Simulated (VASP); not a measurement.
# Ti3PO6 (Fm-3m) in VASP: further runs

Ti3PO6 is run at these levels: PBE; tasks: single point.

Everything below comes from runs of VASP 6.6.1. Logs are shortened: lines on timing, memory, paths and dates and some standing lists are left out, and cuts for length are marked.

### Step 1. The cell of the first run

Symmetry: Fm-3m, No. 225, cubic system. Conventional cell: a = 7.353 Å, b = 7.353 Å, c = 7.353 Å, α = 90.00°, β = 90.00°, γ = 90.00°. Ti (site symmetry -43m) has 12 O at 2.60 Å and 4 P at 3.18 Å and 4 Ti at 3.18 Å within 3.4 Å. Ti (site symmetry m-3m) has 6 O at 1.98 Å within 2.6 Å. P (site symmetry m-3m) has 6 O at 1.70 Å within 2.3 Å. O (site symmetry 4mm) has 1 P at 1.70 Å and 1 Ti at 1.98 Å within 2.3 Å.

The cell was generated, and may not be a known phase.

### Step 2. Single point, PBE, collinear spin

INCAR

```
SYSTEM = Ti3PO6
  PREC = Accurate
  ENCUT = 520
  EDIFF = 1E-7
  ISMEAR = 0
  SIGMA = 0.1
  LREAL = .False.
  LASPH = .True.
  NELM = 150
  ALGO = Normal
  ISIF = 2
  LWAVE = .False.
  LCHARG = .False.
  ISPIN = 2
  MAGMOM = 1 1 1 0 0 0 0 0 0 0
  LORBIT = 11
  LMAXMIX = 4
  GGA = PE
  NBANDS = 54
```

KPOINTS

```
regular mesh
0
Gamma
  4 4 4
  0 0 0
```

POSCAR

```
Ti3PO6
1.0
    0.0000000000      3.6763797108      3.6763797108
    3.6763797108      0.0000000000      3.6763797108
    3.6763797108      3.6763797108      0.0000000000
Ti P O
3 1 6
Direct
    0.7500000000      0.7500000000      0.7500000000
    0.2500000000      0.2500000000      0.2500000000
    0.5000000000      0.5000000000      0.5000000000
    0.0000000000      0.0000000000      0.0000000000
    0.7690672617      0.2309327383      0.2309327383
    0.2309327383      0.2309327383      0.7690672617
    0.2309327383      0.7690672617      0.7690672617
    0.2309327383      0.7690672617      0.2309327383
    0.7690672617      0.2309327383      0.7690672617
    0.7690672617      0.7690672617      0.2309327383
```

Potentials or basis: VASP PAW PBE potentials, release 64 (Ti_sv, P, O).

On the command line:

```sh
cat potpaw_PBE.64/Ti_sv/POTCAR potpaw_PBE.64/P/POTCAR potpaw_PBE.64/O/POTCAR > POTCAR
mpirun -np 1 vasp_std > vasp.out
```

OUTCAR:

```text
SYSTEM = Ti3PO6
   PREC = Accurate
   ENCUT = 520
   EDIFF = 1E-7
   ISMEAR = 0
   LREAL = .False.
   LASPH = .True.
   NELM = 150
   ISIF = 2
   ISPIN = 2
   LORBIT = 11
   GGA = PE

 ion  position               nearest neighbor table
   1  0.750  0.750  0.750-
   2  0.250  0.250  0.250-
   3  0.500  0.500  0.500-   5 1.98   6 1.98   7 1.98   8 1.98   9 1.98  10 1.98
   4  0.000  0.000  0.000-   5 1.70   6 1.70   7 1.70   8 1.70   9 1.70  10 1.70
   5  0.769  0.231  0.231-   4 1.70   3 1.98
   6  0.231  0.231  0.769-   4 1.70   3 1.98
   7  0.231  0.769  0.769-   4 1.70   3 1.98
   8  0.231  0.769  0.231-   4 1.70   3 1.98
   9  0.769  0.231  0.769-   4 1.70   3 1.98
  10  0.769  0.769  0.231-   4 1.70   3 1.98

  LATTYP: Found a face centered cubic cell.
 ALAT       =     7.3527594216

  Lattice vectors:

 A1 = (   0.0000000000,   3.6763797108,   3.6763797108)
 A2 = (   3.6763797108,   0.0000000000,   3.6763797108)
 A3 = (   3.6763797108,   3.6763797108,   0.0000000000)

Analysis of symmetry for initial positions (statically):
=====================================================================
 Subroutine PRICEL returns:
 Original cell was already a primitive cell.

 Routine SETGRP: Setting up the symmetry group for a
 face centered cubic supercell.

 Subroutine GETGRP returns: Found 48 space group operations
 (whereof 48 operations were pure point group operations)
 out of a pool of 48 trial point group operations.

The static configuration has the point symmetry O_h .

Analysis of symmetry for dynamics (positions and initial velocities):
=====================================================================
 Subroutine PRICEL returns:
 Original cell was already a primitive cell.

 Routine SETGRP: Setting up the symmetry group for a
 face centered cubic supercell.

 Subroutine GETGRP returns: Found 48 space group operations
 (whereof 48 operations were pure point group operations)
 out of a pool of 48 trial point group operations.

The dynamic configuration has the point symmetry O_h .

Analysis of structural, dynamic, and magnetic symmetry:
=====================================================================
 Subroutine PRICEL returns:
 Original cell was already a primitive cell.

 Routine SETGRP: Setting up the symmetry group for a
 face centered cubic supercell.

 Subroutine GETGRP returns: Found 48 space group operations
 (whereof 48 operations were pure point group operations)
 out of a pool of 48 trial point group operations.

[... 149 lines left out ...]

 val. band max:        9.9511730045   @ k =   0.5000   0.0000   0.0000
 cond. band min:       9.9891006057   @ k =   0.5000   0.2500   0.0000
 fundamental gap:      0.0379276012
 Fermi energy:         9.9593852095

 spin component 1

 k-point     1 :       0.0000    0.0000    0.0000
  band No.  band energies     occupation
      1     -48.9941      1.00000
      2     -48.5597      1.00000
      3     -48.5545      1.00000
      4     -25.3759      1.00000
      5     -25.3759      1.00000
      6     -25.3759      1.00000
[... 413 lines left out ...]
     49      10.9104      0.00000
     50      11.4679      0.00000
 Fermi energy:         9.9593852095

 spin component 2

 k-point     1 :       0.0000    0.0000    0.0000
  band No.  band energies     occupation
      1     -48.1677      1.00000
      2     -46.8596      1.00000
      3     -46.8536      1.00000
      4     -24.5584      1.00000
      5     -24.5584      1.00000
      6     -24.5584      1.00000
[... 413 lines left out ...]
     49      12.1010      0.00000
     50      12.1010      0.00000
 [bands above 50 left out]

------------------------ aborting loop because EDIFF is reached ----------------------------------------

  FORCE on cell =-STRESS in cart. coord.  units (eV):
  Direction    XX          YY          ZZ          XY          YZ          ZX
  --------------------------------------------------------------------------------------
  -------------------------------------------------------------------------------------
  Total       -0.0053432     -0.0053432     -0.0053432      0.0000000      0.0000000     -0.0000000
  in kB       -0.0861434     -0.0861434     -0.0861434      0.0000000      0.0000000     -0.0000000
  external PRESSURE =      -0.0861434 kB  Pullay stress =       0.0000000 kB

 VOLUME and BASIS-vectors are now :
 -----------------------------------------------------------------------------
  energy-cutoff  :      520.00
  volume of cell :       99.38
      direct lattice vectors                 reciprocal lattice vectors
     0.000000000  3.676379711  3.676379711    -0.136003362  0.136003362  0.136003362
     3.676379711  0.000000000  3.676379711     0.136003362 -0.136003362  0.136003362
     3.676379711  3.676379711  0.000000000     0.136003362  0.136003362 -0.136003362

 POSITION                                       TOTAL-FORCE (eV/Angst)
 -----------------------------------------------------------------------------------
      5.51457      5.51457      5.51457        -0.000000     -0.000000      0.000000
      1.83819      1.83819      1.83819        -0.000000     -0.000000      0.000000
      3.67638      3.67638      3.67638         0.000000     -0.000000      0.000000
      0.00000      0.00000      0.00000         0.000000     -0.000000      0.000000
      1.69799      3.67638      3.67638        -0.054882     -0.000000      0.000000
      3.67638      3.67638      1.69799         0.000000     -0.000000     -0.054882
      5.65477      3.67638      3.67638         0.054882     -0.000000      0.000000
      3.67638      1.69799      3.67638         0.000000     -0.054882      0.000000
      3.67638      5.65477      3.67638         0.000000      0.054882      0.000000
      3.67638      3.67638      5.65477         0.000000     -0.000000      0.054882
 -----------------------------------------------------------------------------------
    total drift:                                0.000000     -0.000000      0.000000

  FREE ENERGIE OF THE ION-ELECTRON SYSTEM (eV)
  ---------------------------------------------------
  free  energy   TOTEN  =       -76.6632367348 eV

  energy  without entropy=      -76.6204563847  energy(sigma->0) =      -76.64184656

 total charge

# of ion       s       p       d       tot
------------------------------------------
    1        2.065   6.006   1.989  10.060
    2        2.065   6.006   1.989  10.060
    3        2.177   6.232   1.954  10.363
    4        0.844   1.314   0.000   2.157
    5        1.565   3.545   0.000   5.111
    6        1.565   3.545   0.000   5.111
    7        1.565   3.545   0.000   5.111
    8        1.565   3.545   0.000   5.111
    9        1.565   3.545   0.000   5.111
   10        1.565   3.545   0.000   5.111
--------------------------------------------------
tot         16.541  40.830   5.932  63.304

 magnetization (x)

# of ion       s       p       d       tot
------------------------------------------
    1        0.009   0.009   1.694   1.712
    2        0.009   0.009   1.694   1.712
    3        0.005   0.007   0.803   0.815
    4        0.005   0.000   0.000   0.005
    5        0.003  -0.015   0.000  -0.011
    6        0.003  -0.015   0.000  -0.011
    7        0.003  -0.015   0.000  -0.011
    8        0.003  -0.015   0.000  -0.011
    9        0.003  -0.015   0.000  -0.011
   10        0.003  -0.015   0.000  -0.011
--------------------------------------------------
tot          0.048  -0.062   4.191   4.176
```

stdout:

```text
POSCAR found type information on POSCAR TiP O
 POSCAR found :  3 types and      10 ions
 scaLAPACK will be used
 LDA part: xc-table for (Slater+PW92), standard interpolation
 POSCAR, INCAR and KPOINTS ok, starting setup
 FFT: planning ... GRIDC
 FFT: planning ... GRID_SOFT
 FFT: planning ... GRID
 WAVECAR not read
 entering main loop
```

It took 2.6 min on 1 thread of Intel Xeon Platinum 8375C at 2.90GHz (Ice Lake), shared host; peak memory 0.31 GiB.

Results:

* Free energy: -76.6632 eV
* Pressure: 0.0 GPa
* Largest force: 0.055 eV/Å
* Net moment: 4.93 μB per cell
* Site moments: Ti +1.71, +0.81 (each value once); P +0.01; O -0.01 μB
* Valence electrons inside the program's atomic spheres: Ti 10.06, 10.36 (each value once); P 2.16; O 5.11

Forces on the atoms (eV/Å):
```
Ti   0.000  0.000  0.000
Ti   0.000  0.000  0.000
Ti   0.000  0.000  0.000
P    0.000  0.000  0.000
O   -0.055  0.000  0.000
O    0.000  0.000 -0.055
O    0.055  0.000  0.000
O    0.000 -0.055  0.000
O    0.000  0.055  0.000
O    0.000  0.000  0.055
```

Levels at points of the mesh, in eV from the Fermi level:
Spin up:
| k point | band 38 | band 39 | band 40 | band 41 | band 42 | band 43 | band 44 | band 45 |
| --- | --- | --- | --- | --- | --- | --- | --- | --- |
| (0.00, 0.00, 0.00) | -1.39 | -1.06 | -1.06 | -1.06 | -0.16 | -0.16 | -0.16 | -0.01 |
| (0.50, 0.00, 0.00) | -0.69 | -0.52 | -0.52 | -0.01 | 0.11 | 0.17 | 0.41 | 0.41 |
| (0.50, 0.50, 0.00) | -0.38 | -0.18 | -0.10 | -0.07 | 0.03 | 0.36 | 0.69 | 0.69 |
Spin down:
| k point | band 32 | band 33 | band 34 | band 35 | band 36 | band 37 | band 38 | band 39 | band 40 | band 41 |
| --- | --- | --- | --- | --- | --- | --- | --- | --- | --- | --- |
| (0.00, 0.00, 0.00) | -4.71 | -4.71 | -3.40 | -3.40 | -3.40 | -0.04 | -0.04 | -0.04 | 0.58 | 0.58 |
| (0.50, 0.00, 0.00) | -4.90 | -4.49 | -4.26 | -4.26 | -3.91 | 0.71 | 0.71 | 0.91 | 1.26 | 1.26 |
| (0.50, 0.50, 0.00) | -5.71 | -5.71 | -5.02 | -5.02 | -3.53 | 0.68 | 0.70 | 1.15 | 1.51 | 1.51 |

Caveat: the k points lie up to 0.37 Å⁻¹ apart; semilocal functionals often make such compounds metallic where correlation or magnetic order opens a gap, which also shifts bond lengths.

### Step 3. Single point, PBE, collinear spin

This run uses another cell than the first one, of 13.75 Å³/atom.

INCAR

```
SYSTEM = Ti3PO6
PREC = Accurate ; ENCUT = 520
EDIFF = 1E-6 ; ISMEAR = 0
SIGMA = 0.1 ; LREAL = .FALSE.
LASPH = .TRUE. ; NELM = 150
ALGO = Normal ; ISIF = 2
LWAVE = .FALSE. ; LCHARG = .FALSE.
ISPIN = 2 ; MAGMOM = 1 1 1 0 0 0 0 0 0 0
LORBIT = 11 ; LMAXMIX = 4
GGA = PE ; NBANDS = 54
```

KPOINTS

```
regular mesh
0
G
  4 4 4
  0 0 0
```

POSCAR

```
Ti3PO6
1.0
    0.0000000000      4.0966300400      4.0966300400
    4.0966300400      0.0000000000      4.0966300400
    4.0966300400      4.0966300400      0.0000000000
Ti P O
3 1 6
Direct
    0.7500000000      0.7500000000      0.7500000000
    0.2500000000      0.2500000000      0.2500000000
    0.5000000000      0.5000000000      0.5000000000
    0.0000000000      0.0000000000      0.0000000000
    0.7703530000      0.2296470000      0.2296470000
    0.2296470000      0.2296470000      0.7703530000
    0.2296470000      0.7703530000      0.7703530000
    0.2296470000      0.7703530000      0.2296470000
    0.7703530000      0.2296470000      0.7703530000
    0.7703530000      0.7703530000      0.2296470000
```

Potentials or basis: VASP PAW PBE potentials, release 64 (Ti_sv, P, O).

On the command line:

```sh
cat potpaw_PBE.64/Ti_sv/POTCAR potpaw_PBE.64/P/POTCAR potpaw_PBE.64/O/POTCAR > POTCAR
mpirun -np 1 vasp_std > vasp.out
```

OUTCAR:

```text
SYSTEM = Ti3PO6
   PREC = Accurate
   ENCUT = 520
   EDIFF = 1E-6
   ISMEAR = 0
   LREAL = .FALSE.
   LASPH = .TRUE.
   NELM = 150
   ISIF = 2
   ISPIN = 2
   LORBIT = 11
   GGA = PE

 ion  position               nearest neighbor table
   1  0.750  0.750  0.750-
   2  0.250  0.250  0.250-
   3  0.500  0.500  0.500-   5 2.22   6 2.22   7 2.22   8 2.22   9 2.22  10 2.22
   4  0.000  0.000  0.000-   5 1.88   6 1.88   7 1.88   8 1.88   9 1.88  10 1.88
   5  0.770  0.230  0.230-   4 1.88   3 2.22
   6  0.230  0.230  0.770-   4 1.88   3 2.22
   7  0.230  0.770  0.770-   4 1.88   3 2.22
   8  0.230  0.770  0.230-   4 1.88   3 2.22
   9  0.770  0.230  0.770-   4 1.88   3 2.22
  10  0.770  0.770  0.230-   4 1.88   3 2.22

  LATTYP: Found a face centered cubic cell.
 ALAT       =     8.1932600800
[... 1085 lines left out ...]
      4.09663      6.31170      4.09663         0.000000      0.373278      0.000000
      4.09663      4.09663      6.31170         0.000000     -0.000000      0.373278
 -----------------------------------------------------------------------------------
    total drift:                                0.000000      0.000000     -0.000000

  FREE ENERGIE OF THE ION-ELECTRON SYSTEM (eV)
  ---------------------------------------------------
  free  energy   TOTEN  =       -71.7653730719 eV

  energy  without entropy=      -71.7259866765  energy(sigma->0) =      -71.74567987

 total charge

# of ion       s       p       d       tot
------------------------------------------
    1        2.050   5.971   1.885   9.906
    2        2.050   5.971   1.885   9.906
    3        2.115   6.082   1.701   9.898
    4        0.915   1.050   0.000   1.965
    5        1.565   3.363   0.000   4.928
    6        1.565   3.363   0.000   4.928
    7        1.565   3.363   0.000   4.928
    8        1.565   3.363   0.000   4.928
    9        1.565   3.363   0.000   4.928
   10        1.565   3.363   0.000   4.928
--------------------------------------------------
tot         16.520  39.249   5.470  61.239

 magnetization (x)

# of ion       s       p       d       tot
------------------------------------------
    1        0.009   0.006   1.684   1.699
    2        0.009   0.006   1.684   1.699
    3        0.007   0.007   0.859   0.873
    4        0.029   0.005   0.000   0.034
    5        0.003  -0.023   0.000  -0.020
    6        0.003  -0.023   0.000  -0.020
    7        0.003  -0.023   0.000  -0.020
    8        0.003  -0.023   0.000  -0.020
    9        0.003  -0.023   0.000  -0.020
   10        0.003  -0.023   0.000  -0.020
--------------------------------------------------
tot          0.073  -0.115   4.226   4.184
```

OSZICAR:

```text
N       E                     dE             d eps       ncg     rms          rms(c)
DAV:   1     0.101559741287E+04    0.10156E+04   -0.37394E+04  1728   0.156E+03
DAV:   2     0.829175551016E+02   -0.93268E+03   -0.87153E+03  1800   0.478E+02
DAV:   3    -0.782189594069E+02   -0.16114E+03   -0.15402E+03  2298   0.184E+02
[... 14 lines left out ...]
DAV:  18    -0.717653126630E+02    0.89203E-04   -0.26126E-03  2596   0.228E-01    0.146E-01
DAV:  19    -0.717654039945E+02   -0.91331E-04   -0.16446E-04  2148   0.622E-02    0.127E-01
DAV:  20    -0.717653788281E+02    0.25166E-04   -0.14073E-04  2256   0.463E-02    0.389E-02
DAV:  21    -0.717653727148E+02    0.61133E-05   -0.18991E-05  2000   0.250E-02    0.208E-02
DAV:  22    -0.717653730719E+02   -0.35706E-06   -0.46562E-06  1848   0.125E-02
   1 F= -.71765373E+02 E0= -.71745680E+02  d E =-.393864E-01  mag=     4.9020
```

stdout:

```text
POSCAR found type information on POSCAR TiP O
 POSCAR found :  3 types and      10 ions
 scaLAPACK will be used
 LDA part: xc-table for (Slater+PW92), standard interpolation
 POSCAR, INCAR and KPOINTS ok, starting setup
 FFT: planning ... GRIDC
 FFT: planning ... GRID_SOFT
 FFT: planning ... GRID
 WAVECAR not read
 entering main loop
```

Wall time 4.4 min (1 thread of Intel Xeon Platinum 8375C at 2.90GHz (Ice Lake), shared host); peak memory 0.43 GiB.

Results:

```yaml
Free_energy: -71.7654 eV
Pressure: -30.8 GPa
Largest_force: 0.373 eV/Å
Net_moment: 4.90 μB per cell
Site_moments: Ti +1.70, +0.87 (each value once); P +0.03; O -0.02 μB
Valence_electrons_inside_the_program's_atomic_spheres: Ti 9.91, 9.90 (each value once); P 1.97; O 4.93
```

Forces on the atoms (eV/Å):
```
Ti   0.000  0.000  0.000
Ti   0.000  0.000  0.000
Ti   0.000  0.000  0.000
P    0.000  0.000  0.000
O   -0.373  0.000  0.000
O    0.000  0.000 -0.373
O    0.373  0.000  0.000
O    0.000 -0.373  0.000
O    0.000  0.373  0.000
O    0.000  0.000  0.373
```

Levels at points of the mesh, in eV from the Fermi level:
Spin up:
```tsv
k point	band 38	band 39	band 40	band 41	band 42	band 43	band 44	band 45
(0.00, 0.00, 0.00)	-0.92	-0.42	-0.42	-0.42	-0.37	-0.20	-0.20	0.15
(0.50, 0.00, 0.00)	-0.47	-0.39	-0.39	-0.05	0.23	0.23	0.34	0.37
(0.50, 0.50, 0.00)	-0.41	-0.38	-0.09	-0.01	0.04	0.31	0.38	0.39
```
Spin down:
```csv
k point,band 34,band 35,band 36,band 37,band 38,band 39
"(0.00, 0.00, 0.00)",-2.12,-2.12,-2.12,0.05,0.50,0.50
"(0.50, 0.00, 0.00)",-2.69,-2.69,-2.42,0.86,0.88,0.88
"(0.50, 0.50, 0.00)",-3.23,-3.23,-2.19,-0.13,0.87,1.25
```

Caveat: the cell stands under tension; semilocal functionals often make such compounds metallic where correlation or magnetic order opens a gap, which also shifts bond lengths.
